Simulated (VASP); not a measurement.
# AlRu (P4/mmm) in VASP: notebook, part 2 of 2

VASP 6.6.1. The steps go on from the part before.

## (3) Single point, r2SCAN (strain -0.030 along x and y, +0.030 along z)

Contents of POSCAR:

```
AlRu
1.0
    2.9018520000      0.0000000000      0.0000000000
    0.0000000000      2.9018520000      0.0000000000
    0.0000000000      0.0000000000      3.0813480000
Al Ru
1 1
Direct
    0.0000000000      0.0000000000      0.0000000000
    0.5000000000      0.5000000000      0.5000000000
```

Contents of INCAR.step1:

```
SYSTEM = AlRu
ALGO = Normal ; EDIFF = 1E-4
ENCUT = 520 ; GGA = PE
ISMEAR = 0 ; LASPH = .True.
LCHARG = .False. ; LREAL = .False.
LWAVE = .True. ; NBANDS = 16
NELM = 60 ; PREC = Accurate
SIGMA = 0.15
```

Contents of INCAR.step2:

```
SYSTEM = AlRu
ALGO = Normal ; EDIFF = 1E-7
ENCUT = 520 ; ISIF = 2
ISMEAR = 0 ; ISTART = 1
LASPH = .True. ; LCHARG = .False.
LMIXTAU = .True. ; LREAL = .False.
LWAVE = .False. ; METAGGA = R2SCAN
NBANDS = 16 ; NELM = 60
PREC = Accurate ; SIGMA = 0.15
```

Contents of KPOINTS:

```
k-points
0
Gamma
  16 16 16
  0 0 0
```

Potentials or basis: VASP PAW PBE potentials, release 64 (Al, Ru_pv).

Started as:

```console
$ cat potpaw_PBE.64/Al/POTCAR potpaw_PBE.64/Ru_pv/POTCAR > POTCAR
$ cp INCAR.step1 INCAR
$ mpirun -np 1 vasp_std > vasp.out
$ cp INCAR.step2 INCAR
$ mpirun -np 1 vasp_std > vasp.out
```

OUTCAR:

```text
SYSTEM = AlRu
   EDIFF = 1E-7
   ENCUT = 520
   ISIF = 2
   ISMEAR = 0
   ISTART = 1
   LASPH = .True.
   LREAL = .False.
   METAGGA = R2SCAN
   NELM = 60
   PREC = Accurate

 ion  position               nearest neighbor table
   1  0.000  0.000  0.000-   2 2.57   2 2.57   2 2.57   2 2.57   2 2.57   2 2.57   2 2.57   2 2.57

   2  0.500  0.500  0.500-   1 2.57   1 2.57   1 2.57   1 2.57   1 2.57   1 2.57   1 2.57   1 2.57

  LATTYP: Found a simple tetragonal cell.
 ALAT       =     2.9018520000
 C/A-ratio  =     1.0618556701

  Lattice vectors:

 A1 = (   2.9018520000,   0.0000000000,   0.0000000000)
 A2 = (   0.0000000000,   2.9018520000,   0.0000000000)
 A3 = (   0.0000000000,   0.0000000000,   3.0813480000)

Analysis of symmetry for initial positions (statically):
=====================================================================
 Subroutine PRICEL returns:
 Original cell was already a primitive cell.

 Routine SETGRP: Setting up the symmetry group for a
 simple tetragonal supercell.

 Subroutine GETGRP returns: Found 16 space group operations
 (whereof 16 operations were pure point group operations)
 out of a pool of 16 trial point group operations.

The static configuration has the point symmetry D_4h.

Analysis of symmetry for dynamics (positions and initial velocities):
=====================================================================
 Subroutine PRICEL returns:
 Original cell was already a primitive cell.

 Routine SETGRP: Setting up the symmetry group for a
 simple tetragonal supercell.

 Subroutine GETGRP returns: Found 16 space group operations
 (whereof 16 operations were pure point group operations)
 out of a pool of 16 trial point group operations.

The dynamic configuration has the point symmetry D_4h.

 Subroutine INISYM returns: Found 16 space group operations
 (whereof 16 operations are pure point group operations),
 and found     1 'primitive' translations

----------------------------------------------------------------------------------------

                                     Primitive cell

  volume of cell :      25.9472

  direct lattice vectors                    reciprocal lattice vectors
     2.901852000  0.000000000  0.000000000     0.344607513  0.000000000  0.000000000
     0.000000000  2.901852000  0.000000000     0.000000000  0.344607513  0.000000000
     0.000000000  0.000000000  3.081348000     0.000000000  0.000000000  0.324533289

  length of vectors
     2.901852000  2.901852000  3.081348000     0.344607513  0.344607513  0.324533289

  position of ions in fractional coordinates (direct lattice)
     0.000000000  0.000000000  0.000000000
     0.500000000  0.500000000  0.500000000

  ion indices of the primitive-cell ions
   primitive index   ion index
                 1           1
                 2           2

----------------------------------------------------------------------------------------

 KPOINTS: k-points

Automatic generation of k-mesh.
 Grid dimensions read from file:
 generate k-points for:   16   16   16

 Generating k-lattice:

  Cartesian coordinates                     Fractional coordinates (reciprocal lattice)
     0.021537970  0.000000000  0.000000000     0.062500000  0.000000000  0.000000000
     0.000000000  0.021537970  0.000000000     0.000000000  0.062500000  0.000000000
     0.000000000  0.000000000  0.020283331     0.000000000  0.000000000  0.062500000

  Length of vectors
     0.021537970  0.021537970  0.020283331

  Shift w.r.t. Gamma in fractional coordinates (k-lattice)
     0.000000000  0.000000000  0.000000000

 Subroutine IBZKPT returns following result:
 ===========================================

 Found    405 irreducible k-points:

 Following reciprocal coordinates:
            Coordinates               Weight
  0.000000  0.000000  0.000000      1.000000
  0.062500  0.000000  0.000000      4.000000
  0.125000  0.000000  0.000000      4.000000
  0.187500  0.000000  0.000000      4.000000
  0.250000  0.000000  0.000000      4.000000
  0.312500  0.000000  0.000000      4.000000
[... 16 lines left out ...]
  0.437500  0.125000  0.000000      8.000000
  0.500000  0.125000  0.000000      4.000000
 [... further k-points ...]
   k-points           NKPTS =    405   k-points in BZ     NKDIM =    405   number of bands    NBANDS=     16
   number of dos      NEDOS =    301   number of ions     NIONS =      2
   total plane-waves  NPLWV =  13824
   dimension x,y,z NGX =    24 NGY =   24 NGZ =   24
   dimension x,y,z NGXF=    48 NGYF=   48 NGZF=   48
   ions per type =               1   1
   NGX,Y,Z   is equivalent  to a cutoff of  13.75, 13.75, 12.95 a.u.
   NGXF,Y,Z  is equivalent  to a cutoff of  27.50, 27.50, 25.90 a.u.
 SYSTEM =  AlRu
   PREC   = accura    normal or accurate (medium, high low for compatibility)
   ISTART =      1    job   : 0-new  1-cont  2-samecut
   ICHARG =      0    charge: 1-file 2-atom 10-const
   ISPIN  =      1    spin polarized calculation?
   LNONCOLLINEAR =      F non collinear calculations
   LSORBIT =      F    spin-orbit coupling
   LASPH  =      T    aspherical Exc in radial PAW
   ENCUT  =  520.0 eV  38.22 Ry    6.18 a.u.   5.40  5.40  5.73*2*pi/ulx,y,z
   NELM   =     60;   NELMIN=  2; NELMDL=  0     # of ELM steps
   EDIFF  = 0.1E-06   stopping-criterion for ELM
   LREAL  =      F    real-space projection
   EDIFFG = 0.1E-05   stopping-criterion for IOM
   NSW    =      0    number of steps for IOM
   IBRION =     -1    ionic relax: 0-MD 1-quasi-New 2-CG
   NFREE  =      0    steps in history (QN), initial steepest desc. (CG)
   ISIF   =      2    stress and relaxation
   ISYM   =      2    0-nonsym 1-usesym 2-fastsym
   POTIM  = 0.5000    time-step for ionic-motion
   TEBEG  =    0.0;   TEEND  =   0.0 temperature during run
   PSTRESS=    0.0 pullay stress
   NELECT =      17.0000    total number of electrons
   NUPDOWN=      -1.0000    fix difference up-down
   EMIN   =  10.00;   EMAX   =-10.00  energy-range for DOS
   EFERMI =   0.00;   METHOD = LEGACY
   ISMEAR =     0;   SIGMA  =   0.15  broadening in eV -4-tet -1-fermi 0-gaus
   EFERMI_NEDOS =   21; number of points for ismear=-14 and -15
   IALGO  =     38    algorithm
   IMIX   =      4    mixing-type and parameters
     AMIX     =   0.40;   BMIX     =  1.00
     AMIX_MAG =   1.60;   BMIX_MAG =  1.00
  volume/ion in A,a.u.               =      12.97        87.55
  Fermi-wavevector in a.u.,A,eV,Ry     =   1.421873  2.686950 27.507197  2.021722
  Thomas-Fermi vector in A             =   2.542636
   LORBIT       =      0    0 simple, 1 ext, 2 COOP (PROOUT), +10 PAW based schemes
   METAGGA = R2SCAN    functional components
   LHFCALC =     F    Hartree Fock is set to
   AEXX    =    0.0000 exact exchange contribution
   IVDW    =     0    specifies the selected vdW correction
   LEPSILON=     F    determine dielectric tensor
   LRPA    =     F    only Hartree local field effects (RPA)
 non-spin polarized calculation
 Gauss-broadening in eV      SIGMA  =   0.15
  energy-cutoff  :      520.00
  volume of cell :       25.95
 maximum number of plane-waves:       716
 NGX is ok and might be reduce to    24
   NGX = 11   NGY = 11   NGZ = 11

 number of electron      17.0000004 magnetization

 Free energy of the ion-electron system (eV)
  ---------------------------------------------------
  ext. energy  EPLUGINS =         0.00000000
  ---------------------------------------------------
  free energy    TOTEN  =       -33.57128201 eV

  energy without entropy =      -33.55486790  energy(sigma->0) =      -33.56307495

 E-fermi :  11.0546     XC(G=0): -13.7910

 val. band max:       11.0529337518   @ k =   0.1250   0.0625   0.1250
 cond. band min:      11.0561205103   @ k =   0.3125   0.0000   0.1250
 fundamental gap:      0.0031867585
 Fermi energy:        11.0545650549

 k-point     1 :       0.0000    0.0000    0.0000
  band No.  band energies     occupation
      1     -32.1123      2.00000
      2     -32.0276      2.00000
      3     -32.0276      2.00000
      4       0.6513      2.00000
      5       7.1255      2.00000
      6       7.1637      2.00000
[... 8 lines left out ...]
     15      22.6734      0.00000
     16      28.2341      0.00000
[... 419 lines left out ...]
 k-point    24 :       0.5000    0.1250    0.0000
  band No.  band energies     occupation
      1     -32.3347      2.00000
      2     -32.0785      2.00000
      3     -32.0447      2.00000
      4       5.1028      2.00000
      5       5.4088      2.00000
      6       8.3696      2.00000
[... 8 lines left out ...]
     15      23.8318      0.00000
     16      24.0254      0.00000

 [... further k-points ...]

------------------------ aborting loop because EDIFF is reached ----------------------------------------

  FORCE on cell =-STRESS in cart. coord.  units (eV):
  Direction    XX          YY          ZZ          XY          YZ          ZX
  --------------------------------------------------------------------------------------
  -------------------------------------------------------------------------------------
  Total        1.5550331      1.5550331     -0.3044694      0.0000000      0.0000000      0.0000000
  in kB       96.0193946     96.0193946    -18.8002235      0.0000000      0.0000000      0.0000000
  external PRESSURE =      57.7461886 kB  Pullay stress =       0.0000000 kB

 VOLUME and BASIS-vectors are now :
 -----------------------------------------------------------------------------
  energy-cutoff  :      520.00
  volume of cell :       25.95
      direct lattice vectors                 reciprocal lattice vectors
     2.901852000  0.000000000  0.000000000     0.344607513  0.000000000  0.000000000
     0.000000000  2.901852000  0.000000000     0.000000000  0.344607513  0.000000000
     0.000000000  0.000000000  3.081348000     0.000000000  0.000000000  0.324533289

 POSITION                                       TOTAL-FORCE (eV/Angst)
 -----------------------------------------------------------------------------------
      0.00000      0.00000      0.00000         0.000000      0.000000      0.000000
      1.45093      1.45093      1.54067         0.000000      0.000000      0.000000
 -----------------------------------------------------------------------------------
    total drift:                                0.000000     -0.000000     -0.000000

  FREE ENERGIE OF THE ION-ELECTRON SYSTEM (eV)
  ---------------------------------------------------
  free  energy   TOTEN  =       -33.5712820077 eV

  energy  without entropy=      -33.5548679017  energy(sigma->0) =      -33.56307495
```

It took 19 min on 1 thread of AMD EPYC 7R43 (Zen 3), shared host; peak memory 0.24 GiB.

Results:

* Free energy: -33.5713 eV
* Pressure: 5.8 GPa
* Band gap on the k mesh: zero (an odd number of electrons rules out a gap without spin polarisation)

Stress tensor (GPa, compression positive):
```
 9.60  0.00  0.00
 0.00  9.60  0.00
 0.00  0.00 -1.88
```

Caveat: the cell differs from its parent crystal (strain -0.030 along x and y, +0.030 along z); the stress differs along the axes, from -2 to 10 GPa; the PAW data sets were made with another functional, which shifts forces and pressure a little.

## (4) Single point, r2SCAN (strain +0.000 along x and y, -0.030 along z)

Contents of POSCAR:

```
AlRu
1.0
    2.9916000000      0.0000000000      0.0000000000
    0.0000000000      2.9916000000      0.0000000000
    0.0000000000      0.0000000000      2.9018520000
Al Ru
1 1
Direct
    0.0000000000      0.0000000000      0.0000000000
    0.5000000000      0.5000000000      0.5000000000
```

Contents of INCAR.step1:

```
SYSTEM = AlRu
PREC = Accurate
ENCUT = 520
ISMEAR = 0
SIGMA = 0.15
LREAL = .FALSE.
LASPH = .TRUE.
NELM = 100
NBANDS = 16
GGA = PE
ALGO = Normal
EDIFF = 1E-4
LWAVE = .TRUE.
LCHARG = .FALSE.
```

Contents of INCAR.step2:

```
SYSTEM = AlRu
PREC = Accurate
ENCUT = 520
EDIFF = 1E-6
ISMEAR = 0
SIGMA = 0.15
LREAL = .FALSE.
LASPH = .TRUE.
NELM = 100
ALGO = Normal
ISIF = 2
LWAVE = .FALSE.
LCHARG = .FALSE.
METAGGA = R2SCAN
LMIXTAU = .TRUE.
NBANDS = 16
ISTART = 1
```

Contents of KPOINTS:

```
Automatic mesh
0
G
  16 16 16
  0 0 0
```

Started as:

```console
$ cat potpaw_PBE.64/Al/POTCAR potpaw_PBE.64/Ru_pv/POTCAR > POTCAR
$ cp INCAR.step1 INCAR
$ mpirun -np 1 vasp_std > vasp.out
$ cp INCAR.step2 INCAR
$ mpirun -np 1 vasp_std > vasp.out
```

Run time: 17 min. Hardware: 1 thread of AMD EPYC 7R43 (Zen 3), shared host; peak memory 0.24 GiB.

It converged, with:

```yaml
Free_energy: -33.5996 eV
Pressure: 5.3 GPa
Band_gap_on_the_k_mesh: zero (an odd number of electrons rules out a gap without spin polarisation)
```

Stress tensor (GPa, compression positive):
```
3.16 0.00 0.00
0.00 3.16 0.00
0.00 0.00 9.44
```

Levels at points of the mesh, in eV from the Fermi level:
| k point | band 6 | band 7 | band 8 | band 9 | band 10 | band 11 | band 12 | band 13 |
| --- | --- | --- | --- | --- | --- | --- | --- | --- |
| (0.00, 0.00, 0.00) | -3.88 | 0.01 | 0.24 | 0.24 | 6.31 | 6.31 | 7.34 | 10.38 |
| (0.50, 0.00, 0.00) | -3.01 | -1.91 | -1.51 | 0.50 | 2.43 | 7.70 | 10.38 | 11.47 |
| (0.50, 0.50, 0.00) | -1.64 | -1.64 | -1.12 | -1.12 | 1.65 | 5.55 | 6.89 | 10.38 |
| (0.00, 0.00, 0.50) | -2.86 | -1.92 | -1.92 | 0.34 | 2.98 | 7.67 | 10.38 | 11.48 |
| (0.50, 0.00, 0.50) | -1.57 | -1.49 | -1.38 | -1.33 | 1.84 | 6.02 | 7.14 | 10.38 |
| (0.50, 0.50, 0.50) | -5.08 | 1.78 | 2.00 | 3.38 | 4.31 | 4.31 | 4.54 | 8.94 |

Caveat: the cell differs from its parent crystal (strain +0.000 along x and y, -0.030 along z); the stress differs along the axes, from 3 to 9 GPa; the PAW data sets were made with another functional, which shifts forces and pressure a little.

## (5) Single point, r2SCAN (strain +0.000 along x and y, +0.030 along z)

POSCAR, as its differences from that of step 4:

```diff
@@ -4,3 +4,3 @@
     0.0000000000      2.9916000000      0.0000000000
-    0.0000000000      0.0000000000      2.9018520000
+    0.0000000000      0.0000000000      3.0813480000
 Al Ru
```

Contents of INCAR.step1:

```
PREC = Accurate ; ENCUT = 520
ISMEAR = 0 ; SIGMA = 0.15
LREAL = False ; LASPH = True
NELM = 100 ; NBANDS = 16
GGA = PE ; ALGO = Normal
EDIFF = 1E-4 ; LWAVE = True
LCHARG = False
```

Contents of INCAR.step2:

```
PREC = Accurate ; ENCUT = 520
EDIFF = 1E-6 ; ISMEAR = 0
SIGMA = 0.15 ; LREAL = False
LASPH = True ; NELM = 100
ALGO = Normal ; ISIF = 2
LWAVE = False ; LCHARG = False
METAGGA = R2SCAN ; LMIXTAU = True
NBANDS = 16 ; ISTART = 1
```

Contents of KPOINTS:

```
Automatic mesh
0
Gamma
  16 16 16
```

Started as:

```console
$ cat potpaw_PBE.64/Al/POTCAR potpaw_PBE.64/Ru_pv/POTCAR > POTCAR
$ cp INCAR.step1 INCAR
$ mpirun -np 1 vasp_std > vasp.out
$ cp INCAR.step2 INCAR
$ mpirun -np 1 vasp_std > vasp.out
```

It took 12 min on 1 thread of AMD EPYC 7R43 (Zen 3), shared host; peak memory 0.25 GiB.

Results (log left out):

- Free energy: -33.5854 eV
- Pressure: -7.7 GPa
- Band gap on the k mesh: zero (an odd number of electrons rules out a gap without spin polarisation)

Stress tensor (GPa, compression positive):
```
 -6.04   0.00   0.00
  0.00  -6.04   0.00
  0.00   0.00 -10.92
```

Levels at points of the mesh, in eV from the Fermi level:
```csv
k point,band 6,band 7,band 8,band 9,band 10,band 11,band 12,band 13
"(0.00, 0.00, 0.00)",-3.53,0.08,0.08,0.28,5.73,6.67,6.67,10.32
"(0.50, 0.00, 0.00)",-2.65,-1.88,-1.53,0.35,2.55,7.72,10.32,10.91
"(0.50, 0.50, 0.00)",-1.39,-1.39,-1.36,-1.36,1.76,5.71,6.57,10.32
"(0.00, 0.00, 0.50)",-2.77,-1.52,-1.52,0.49,2.05,7.77,10.32,11.70
"(0.50, 0.00, 0.50)",-1.64,-1.43,-1.15,-1.07,1.56,5.33,6.35,10.32
"(0.50, 0.50, 0.50)",-4.75,1.62,1.83,2.99,4.11,4.30,4.30,8.52
```

Caveat: the cell differs from its parent crystal (strain +0.000 along x and y, +0.030 along z); the cell stands under tension; the PAW data sets were made with another functional, which shifts forces and pressure a little.

## (6) Summary

```csv
cell,gap on the mesh (eV),pressure (GPa)
"a = 2.902, b = 2.902, c = 2.992 Å, 2 atoms",none,13.2
"a = 2.902, b = 2.902, c = 3.081 Å, 2 atoms",none,5.8
"a = 2.992, b = 2.992, c = 2.902 Å, 2 atoms",none,5.3
"a = 2.992, b = 2.992, c = 3.081 Å, 2 atoms",none,-7.7
```

Alike in all rows: task single point; level r2SCAN; potentials or basis VASP PAW PBE potentials, release 64 (Al, Ru_pv); no spin polarisation; k mesh 16 × 16 × 16; cutoff (eV) 520; smearing gaussian 0.15 eV.

Caveats: the PAW data sets were made with another functional, which shifts forces and pressure a little; the stress differs along the axes, from 9 to 15 GPa (at least some runs); the stress differs along the axes, from -2 to 10 GPa (at least some runs); the stress differs along the axes, from 3 to 9 GPa (at least some runs); the cell stands under tension (at least some runs).

Absolute energies hang on the potentials; compare differences alone.
